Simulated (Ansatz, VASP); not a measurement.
Sb in VASP and in Ansatz

The input INCAR:

```
SYSTEM = Sb
PREC = Accurate ; ENCUT = 520
EDIFF = 1E-6 ; ISMEAR = 0
SIGMA = 0.15 ; LREAL = .False.
LASPH = .True. ; NELM = 60
ALGO = Normal ; ISIF = 2
LWAVE = .False. ; LCHARG = .False.
GGA = PS ; NBANDS = 12
```

File KPOINTS:

```
regular mesh
0
Gamma
  12 12 12
  0 0 0
```

Contents of POSCAR:

```
Sb
1.0
    2.1506003320      1.2416496806      3.7440000000
   -2.1506003320      1.2416496806      3.7440000000
    0.0000000000     -2.4832993611      3.7440000000
Sb
2
Direct
    0.2847243465      0.1860858263      0.1499816221
    0.7663600000      0.7663600000      0.7663600000
```

Input for Ansatz:

```yaml
crystal:
  lattice:
    - [2.150600332, 1.2416496806, 3.744]
    - [-2.150600332, 1.2416496806, 3.744]
    - [0.0, -2.4832993611, 3.744]
  atoms:
    - { symbol: Sb, position: [0.2847243465, 0.1860858263, 0.1499816221] }
    - { symbol: Sb, position: [0.76636, 0.76636, 0.76636] }
basis:
  ecutwfc: 420
kpoints:
  mp_grid: { grid: [12, 12, 12] }
hamiltonian:
  xc: pbesol
scf:
  occupations: { method: gaussian, width: 0.15 }
output:
  forces: true
  stress: true
  eigenvalues: true
```

Alike in both runs: task single point; functional PBEsol; k mesh 12 × 12 × 12; occupations gaussian, width 0.15 eV; no spin polarisation.

```csv
,VASP,Ansatz
version,VASP 6.6.1,Ansatz 0.2.0
potentials or method,"VASP PAW PBE potentials, release 64 (Sb), cutoff 520 eV","scalar-relativistic, plane waves, PAW"
valence electrons in the cell,10,30
```

|  | VASP | Ansatz | Ansatz less VASP |
| --- | --- | --- | --- |
| gap on the k mesh at the Fermi level (eV) | none | none | - |
| pressure (GPa) | 8.9 | 8.3 | -0.56 |
| traceless stress, the component that is largest in VASP (GPa) | -7.19 | -6.90 | +0.290 |
| rms of the force components (eV/Å) | 2.300 | 2.205 | -0.0947 |

VASP's potentials were made for PBE, not for PBEsol. Atom by atom the forces differ by 0.095 eV/Å (rms over components). A gap of «none» marks a metal or a gap that the smearing closes. VASP's potentials hold 10 valence electrons a cell and Ansatz's 30, so a difference there can come from the potentials and not from the codes.

Spin-orbit coupling is off throughout.
